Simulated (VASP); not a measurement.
# WS2 in VASP: further runs

The runs below take WS2 through single point, with PBE+D3(BJ).

All numbers are computed with VASP 6.6.1; they aren't measurements. Logs are shortened: lines on timing, memory, paths and dates and some standing lists are left out, and cuts for length are marked.

**1. The cell of the first run**

The cell holds a slab with vacuum, 6 atoms: a = 3.160 Å, b = 3.160 Å, c = 23.804 Å, α = 90.00°, β = 90.00°, γ = 120.00°.

**2. Single point, PBE+D3(BJ)**

INCAR reads:

```
SYSTEM = WS2
PREC = Accurate
ENCUT = 520
EDIFF = 1E-6
ISMEAR = 0
SIGMA = 0.05
LREAL = .False.
LASPH = .True.
NELM = 100
ALGO = Normal
ISIF = 2
LWAVE = .False.
LCHARG = .False.
LDIPOL = .True.
IDIPOL = 3
DIPOL = 0.5 0.5 0.390
GGA = PE
IVDW = 12
NBANDS = 35
```

KPOINTS reads:

```
regular mesh
0
Gamma
  9 9 1
  0 0 0
```

POSCAR reads:

```
WS2
1.0
    3.1595456682      0.0000000000      0.0000000000
   -1.5797728341      2.7362468131      0.0000000000
    0.0000000000      0.0000000000     23.8042574330
S W
4 2
Direct
    0.3333333333      0.6666666667      0.1890418137
    0.3333333333      0.6666666667      0.3214605092
    0.3333333333      0.6666666667      0.4575706151
    0.3333333333      0.6666666667      0.5899893106
    0.6666666667      0.3333333333      0.2552511584
    0.0000000000      1.0000000000      0.5237799598
```

Potentials or basis: VASP PAW PBE potentials, release 64 (S, W_sv).

The run is started by

```
> cat potpaw_PBE.64/S/POTCAR potpaw_PBE.64/W_sv/POTCAR > POTCAR
> mpirun -np 1 vasp_std > vasp.out
```

OUTCAR:

```text
SYSTEM = WS2
   PREC = Accurate
   ENCUT = 520
   EDIFF = 1E-6
   ISMEAR = 0
   LREAL = .False.
   LASPH = .True.
   NELM = 100
   ISIF = 2
   GGA = PE
   IVDW = 12
 IVDW          = 12

 ion  position               nearest neighbor table
   1  0.333  0.667  0.189-   5 2.41   5 2.41   5 2.41
   2  0.333  0.667  0.321-   5 2.41   5 2.41   5 2.41
   3  0.333  0.667  0.458-   6 2.41   6 2.41   6 2.41
   4  0.333  0.667  0.590-   6 2.41   6 2.41   6 2.41
   5  0.667  0.333  0.255-   1 2.41   1 2.41   1 2.41   2 2.41   2 2.41   2 2.41
   6  0.000  0.000  0.524-   3 2.41   3 2.41   3 2.41   4 2.41   4 2.41   4 2.41

  LATTYP: Found a hexagonal cell.
 ALAT       =     3.1595456682
 C/A-ratio  =     7.5340760770

  Lattice vectors:

 A1 = (   3.1595456682,   0.0000000000,   0.0000000000)
 A2 = (  -1.5797728341,   2.7362468131,   0.0000000000)
 A3 = (   0.0000000000,   0.0000000000,  23.8042574330)

Analysis of symmetry for initial positions (statically):
=====================================================================
 Subroutine PRICEL returns:
 Original cell was already a primitive cell.

 Routine SETGRP: Setting up the symmetry group for a
 hexagonal supercell.

 Subroutine GETGRP returns: Found 12 space group operations
 (whereof  6 operations were pure point group operations)
 out of a pool of 24 trial point group operations.

The static configuration has the point symmetry C_3v.
 The point group associated with its full space group is D_3d.

Analysis of symmetry for dynamics (positions and initial velocities):
=====================================================================
 Subroutine PRICEL returns:
 Original cell was already a primitive cell.

 Routine SETGRP: Setting up the symmetry group for a
 hexagonal supercell.

 Subroutine GETGRP returns: Found 12 space group operations
 (whereof  6 operations were pure point group operations)
 out of a pool of 24 trial point group operations.

The dynamic configuration has the point symmetry C_3v.
 The point group associated with its full space group is D_3d.

 Subroutine INISYM returns: Found 12 space group operations
 (whereof  6 operations are pure point group operations),
 and found     1 'primitive' translations

----------------------------------------------------------------------------------------

                                     Primitive cell

  volume of cell :     205.7949

  direct lattice vectors                    reciprocal lattice vectors
     3.159545668  0.000000000  0.000000000     0.316501201  0.182732054  0.000000000
    -1.579772834  2.736246813  0.000000000     0.000000000  0.365464108  0.000000000
     0.000000000  0.000000000 23.804257433     0.000000000  0.000000000  0.042009292

  length of vectors
     3.159545668  3.159545668 23.804257433     0.365464108  0.365464108  0.042009292

  position of ions in fractional coordinates (direct lattice)
     0.333333333  0.666666667  0.189041814
     0.333333333  0.666666667  0.321460509
     0.333333333  0.666666667  0.457570615
     0.333333333  0.666666667  0.589989311
     0.666666667  0.333333333  0.255251158
     0.000000000  0.000000000  0.523779960

  ion indices of the primitive-cell ions
   primitive index   ion index
                 1           1
                 2           2
                 3           3
                 4           4
                 5           5
                 6           6

----------------------------------------------------------------------------------------

 KPOINTS: regular mesh

Automatic generation of k-mesh.
 Grid dimensions read from file:
 generate k-points for:    9    9    1

 Generating k-lattice:

  Cartesian coordinates                     Fractional coordinates (reciprocal lattice)
     0.035166800  0.020303562  0.000000000     0.111111111 -0.000000000  0.000000000
     0.000000000  0.040607123  0.000000000     0.000000000  0.111111111  0.000000000
     0.000000000  0.000000000  0.042009292     0.000000000  0.000000000  1.000000000

  Length of vectors
     0.040607123  0.040607123  0.042009292

  Shift w.r.t. Gamma in fractional coordinates (k-lattice)
     0.000000000  0.000000000  0.000000000

 Subroutine IBZKPT returns following result:
 ===========================================

 Found     12 irreducible k-points:

 Following reciprocal coordinates:
            Coordinates               Weight
  0.000000  0.000000  0.000000      1.000000
  0.111111  0.000000  0.000000      6.000000
  0.222222 -0.000000  0.000000      6.000000
  0.333333  0.000000  0.000000      6.000000
  0.444444 -0.000000  0.000000      6.000000
  0.111111  0.111111  0.000000      6.000000
  0.222222  0.111111  0.000000     12.000000
  0.333333  0.111111  0.000000     12.000000
  0.444444  0.111111  0.000000      6.000000
  0.222222  0.222222  0.000000      6.000000
  0.333333  0.222222  0.000000     12.000000
  0.333333  0.333333  0.000000      2.000000
   k-points           NKPTS =     12   k-points in BZ     NKDIM =     12   number of bands    NBANDS=     35
   number of dos      NEDOS =    301   number of ions     NIONS =      6
   total plane-waves  NPLWV = 103680
   dimension x,y,z NGX =    24 NGY =   24 NGZ =  180
   dimension x,y,z NGXF=    48 NGYF=   48 NGZF=  360
   ions per type =               4   2
   NGX,Y,Z   is equivalent  to a cutoff of  12.63, 12.63, 12.57 a.u.
   NGXF,Y,Z  is equivalent  to a cutoff of  25.26, 25.26, 25.14 a.u.
 SYSTEM =  WS2
   PREC   = accura    normal or accurate (medium, high low for compatibility)
   ISTART =      0    job   : 0-new  1-cont  2-samecut
   ICHARG =      2    charge: 1-file 2-atom 10-const
   ISPIN  =      1    spin polarized calculation?
   LNONCOLLINEAR =      F non collinear calculations
   LSORBIT =      F    spin-orbit coupling
   LASPH  =      T    aspherical Exc in radial PAW
   ENCUT  =  520.0 eV  38.22 Ry    6.18 a.u.   5.87  5.87 44.26*2*pi/ulx,y,z
   NELM   =    100;   NELMIN=  2; NELMDL= -5     # of ELM steps
   EDIFF  = 0.1E-05   stopping-criterion for ELM
   LREAL  =      F    real-space projection
   EDIFFG = 0.1E-04   stopping-criterion for IOM
   NSW    =      0    number of steps for IOM
   IBRION =     -1    ionic relax: 0-MD 1-quasi-New 2-CG
   NFREE  =      0    steps in history (QN), initial steepest desc. (CG)
   ISIF   =      2    stress and relaxation
   ISYM   =      2    0-nonsym 1-usesym 2-fastsym
   POTIM  = 0.5000    time-step for ionic-motion
   TEBEG  =    0.0;   TEEND  =   0.0 temperature during run
   PSTRESS=    0.0 pullay stress
   NELECT =      52.0000    total number of electrons
   NUPDOWN=      -1.0000    fix difference up-down
   EMIN   =  10.00;   EMAX   =-10.00  energy-range for DOS
   EFERMI =   0.00;   METHOD = LEGACY
   ISMEAR =     0;   SIGMA  =   0.05  broadening in eV -4-tet -1-fermi 0-gaus
   EFERMI_NEDOS =   21; number of points for ismear=-14 and -15
   IALGO  =     38    algorithm
   IMIX   =      4    mixing-type and parameters
     AMIX     =   0.40;   BMIX     =  1.00
     AMIX_MAG =   1.60;   BMIX_MAG =  1.00
  volume/ion in A,a.u.               =      34.30       231.46
  Fermi-wavevector in a.u.,A,eV,Ry     =   1.034978  1.955825 14.574280  1.071179
  Thomas-Fermi vector in A             =   2.169299
   LORBIT       =      0    0 simple, 1 ext, 2 COOP (PROOUT), +10 PAW based schemes
   GGA     = PE    functional components
   LHFCALC =     F    Hartree Fock is set to
   AEXX    =    0.0000 exact exchange contribution
   IVDW    =    12    specifies the selected vdW correction
   LEPSILON=     F    determine dielectric tensor
   LRPA    =     F    only Hartree local field effects (RPA)
 non-spin polarized calculation
 Gauss-broadening in eV      SIGMA  =   0.05
  energy-cutoff  :      520.00
  volume of cell :      205.79
 maximum number of plane-waves:      5566
 NGX is ok and might be reduce to    24
   NGX = 11   NGY = 11   NGZ = 89

 dipolmoment           0.000000      0.000000      0.000024 electrons x Angstroem

 number of electron      51.9999994 magnetization

 dipolmoment           0.000000      0.000000     -0.000004 electrons x Angstroem

 Free energy of the ion-electron system (eV)
  ---------------------------------------------------
  ext. energy  EPLUGINS =         0.00000000
  ---------------------------------------------------
  free energy    TOTEN  =       -47.22675578 eV

  energy without entropy =      -47.22675578  energy(sigma->0) =      -47.22675578

 E-fermi :   1.4936     XC(G=0):  -6.1281

 val. band max:        1.1466559061   @ k =   0.0000   0.0000   0.0000
 cond. band min:       2.7174771035   @ k =   0.2222   0.1111   0.0000
 fundamental gap:      1.5708211974
 Fermi energy:         1.4936372996

 k-point     1 :       0.0000    0.0000    0.0000
  band No.  band energies     occupation
      1     -73.1864      2.00000
      2     -73.1864      2.00000
      3     -37.4414      2.00000
      4     -37.4414      2.00000
      5     -37.2626      2.00000
      6     -37.2626      2.00000
[... 27 lines left out ...]
     34       3.9291      0.00000
     35       5.8727      0.00000

 k-point     2 :       0.1111    0.0000    0.0000
  band No.  band energies     occupation
      1     -73.1842      2.00000
      2     -73.1842      2.00000
      3     -37.4337      2.00000
      4     -37.4337      2.00000
      5     -37.3054      2.00000
      6     -37.3053      2.00000
[... 27 lines left out ...]
     34       4.1467      0.00000
     35       6.2352      0.00000
[... 340 lines left out ...]
     34       6.1523      0.00000
     35       6.7759      0.00000

 k-point    12 :       0.3333    0.3333    0.0000
  band No.  band energies     occupation
      1     -73.1656      2.00000
      2     -73.1655      2.00000
      3     -37.5285      2.00000
      4     -37.5284      2.00000
      5     -37.4942      2.00000
      6     -37.4942      2.00000
[... 27 lines left out ...]
     34       6.6470      0.00000
     35       7.2242      0.00000

------------------------ aborting loop because EDIFF is reached ----------------------------------------

 vacuum level on the upper side and lower side of the slab       (xc-potential included)        -0.160        -0.161

 Edisp (eV)   -2.15012

 E8    (eV) :    -0.9330

  FORCE on cell =-STRESS in cart. coord.  units (eV):
  Direction    XX          YY          ZZ          XY          YZ          ZX
  --------------------------------------------------------------------------------------
  -------------------------------------------------------------------------------------
  Total      -0.24306    -0.24306     0.41638    -0.00000    -0.00000     0.00000
  in kB      -1.89226    -1.89226     3.24168    -0.00000    -0.00000     0.00000
  external pressure =       -0.18 kB  Pullay stress =        0.00 kB

 VOLUME and BASIS-vectors are now :
 -----------------------------------------------------------------------------
  energy-cutoff  :      520.00
  volume of cell :      205.79
      direct lattice vectors                 reciprocal lattice vectors
     3.159545668  0.000000000  0.000000000     0.316501201  0.182732054  0.000000000
    -1.579772834  2.736246813  0.000000000     0.000000000  0.365464108  0.000000000
     0.000000000  0.000000000 23.804257433     0.000000000  0.000000000  0.042009292

 POSITION                                       TOTAL-FORCE (eV/Angst)
 -----------------------------------------------------------------------------------
     -0.00000      1.82416      4.50000         0.000000     -0.000000      0.001543
     -0.00000      1.82416      7.65213        -0.000000      0.000000     -0.185548
     -0.00000      1.82416     10.89213         0.000000     -0.000000      0.185548
     -0.00000      1.82416     14.04426        -0.000000      0.000000     -0.001543
      1.57977      0.91208      6.07606        -0.000000     -0.000000      0.014362
      0.00000      0.00000     12.46819         0.000000      0.000000     -0.014362
 -----------------------------------------------------------------------------------
    total drift:                                0.000000     -0.000000     -0.000411

  FREE ENERGIE OF THE ION-ELECTRON SYSTEM (eV)
  ---------------------------------------------------
  free  energy   TOTEN  =       -49.3768741558 eV

  energy  without entropy=      -49.3768741558  energy(sigma->0) =      -49.37687416

 vacuum level on the upper side and lower side of the slab         6.365         6.365
```

Wall time 2.6 min (1 thread of AMD EPYC 9R45 (Zen 5), shared host); peak memory 0.29 GiB.

What came out:

- Free energy: -49.3769 eV
- Largest force: 0.186 eV/Å
- Band gap on the k mesh: 1.57 eV, indirect (least direct gap 1.93 eV)
- Dispersion energy per atom: -0.358 eV

Forces in eV/Å, atoms in the order of the input:
```
S    0.000  0.000  0.002
S    0.000  0.000 -0.186
S    0.000  0.000  0.186
S    0.000  0.000 -0.002
W    0.000  0.000  0.014
W    0.000  0.000 -0.014
```

Caveat: spin-orbit coupling is left out, which moves the levels of the heavy elements.

**3. Single point, PBE+D3(BJ)**

INCAR reads:

```
SYSTEM = WS2
ALGO = Normal
DIPOL = 0.5 0.5 0.390
EDIFF = 1E-6
ENCUT = 520
GGA = PE
IDIPOL = 3
ISIF = 2
ISMEAR = 0
IVDW = 12
LASPH = .True.
LCHARG = .False.
LDIPOL = .True.
LREAL = .False.
LWAVE = .False.
NBANDS = 35
NELM = 60
PREC = Accurate
SIGMA = 0.05
```

KPOINTS reads:

```
k-points
0
Gamma
  9 9 1
  0 0 0
```

POSCAR reads:

```
WS2
1.0
    3.1595456682      0.0000000000      0.0000000000
   -1.5797728341      2.7362468131      0.0000000000
    0.0000000000      0.0000000000     23.8042574330
S W
4 2
Direct
    0.3333333333      0.6666666667      0.1890418137
    0.3333333333      0.6666666667      0.3214605092
    0.6666666667      1.3333333333      0.4575706151
    0.6666666667      1.3333333333      0.5899893106
    0.6666666667      0.3333333333      0.2552511584
    0.3333333333      1.6666666667      0.5237799598
```

Potentials or basis: VASP PAW PBE potentials, release 64 (S, W_sv).

The run is started by

```
> cat potpaw_PBE.64/S/POTCAR potpaw_PBE.64/W_sv/POTCAR > POTCAR
> mpirun -np 1 vasp_std > vasp.out
```

Wall time 2.5 min (1 thread of AMD EPYC 9R45 (Zen 5), shared host); peak memory 0.29 GiB.

The run converged. Its results:

```yaml
Free_energy: -49.4642 eV
Largest_force: 0.051 eV/Å
Band_gap_on_the_k_mesh: 1.66 eV, indirect (least direct gap 1.89 eV)
Dispersion_energy_per_atom: -0.359 eV
```

Forces in eV/Å, atoms in the order of the input:
```
S    0.000  0.000  0.008
S    0.000  0.000  0.051
S    0.000  0.000 -0.051
S    0.000  0.000 -0.008
W    0.000  0.000  0.046
W    0.000  0.000 -0.046
```

Levels at points of the mesh, in eV from the valence-band top:
```tsv
k point	band 24	band 25	band 26	band 27	band 28	band 29
(0.00, 0.00, 0.00)	-1.80	-0.56	0.00	2.68	2.68	2.69
```

Caveat: spin-orbit coupling is left out, which moves the levels of the heavy elements.

**4. Single point, PBE+D3(BJ)**

INCAR reads:

```
PREC     = Accurate       # precision mode
ENCUT    = 520            # plane-wave cutoff, eV
EDIFF    = 1E-6           # SCF threshold, eV
ISMEAR   = 0              # smearing method
SIGMA    = 0.05           # smearing width, eV
LREAL    = False          # projectors in reciprocal space
LASPH    = True           # aspherical terms in the spheres
NELM     = 60             # most SCF steps
ALGO     = Normal         # electronic algorithm
ISIF     = 2              # what is computed and relaxed
LWAVE    = False          # write WAVECAR
LCHARG   = False          # write CHGCAR
LDIPOL   = True         
IDIPOL   = 3            
DIPOL    = 0.5 0.5 0.390
GGA      = PE             # functional
IVDW     = 12             # dispersion correction
NBANDS   = 35             # bands
```

KPOINTS reads:

```
regular mesh
0
Gamma
  9 9 1
```

POSCAR reads:

```
WS2
1.0
    3.1595456682      0.0000000000      0.0000000000
   -1.5797728341      2.7362468131      0.0000000000
    0.0000000000      0.0000000000     23.8042574330
S W
4 2
Direct
    0.3333333333      0.6666666667      0.1890418137
    0.3333333333      0.6666666667      0.3214605092
    1.0000000000      1.0000000000      0.4575706151
    1.0000000000      1.0000000000      0.5899893106
    0.6666666667      0.3333333333      0.2552511584
    0.6666666667      1.3333333333      0.5237799598
```

The run is started by

```
> cat potpaw_PBE.64/S/POTCAR potpaw_PBE.64/W_sv/POTCAR > POTCAR
> mpirun -np 1 vasp_std > vasp.out
```

Run time: 2.4 min. Hardware: 1 thread of AMD EPYC 9R45 (Zen 5), shared host; peak memory 0.3 GiB.

The run converged. Its results:

- Free energy: -49.4507 eV
- Largest force: 0.059 eV/Å
- Band gap on the k mesh: 1.67 eV, indirect (least direct gap 1.92 eV)
- Dispersion energy per atom: -0.359 eV

Forces in eV/Å, atoms in the order of the input:
```
S    0.000  0.000  0.003
S    0.000  0.000  0.013
S    0.000  0.000 -0.013
S    0.000  0.000 -0.003
W    0.000  0.000  0.059
W    0.000  0.000 -0.059
```

Levels at points of the mesh, in eV from the valence-band top:
```tsv
k point	band 22	band 23	band 24	band 25	band 26	band 27	band 28	band 29	band 30	band 31
(0.00, 0.00, 0.00)	-1.82	-1.82	-1.82	-0.58	0.00	2.65	2.65	2.70	2.70	2.80
```

Caveat: spin-orbit coupling is left out, which moves the levels of the heavy elements.
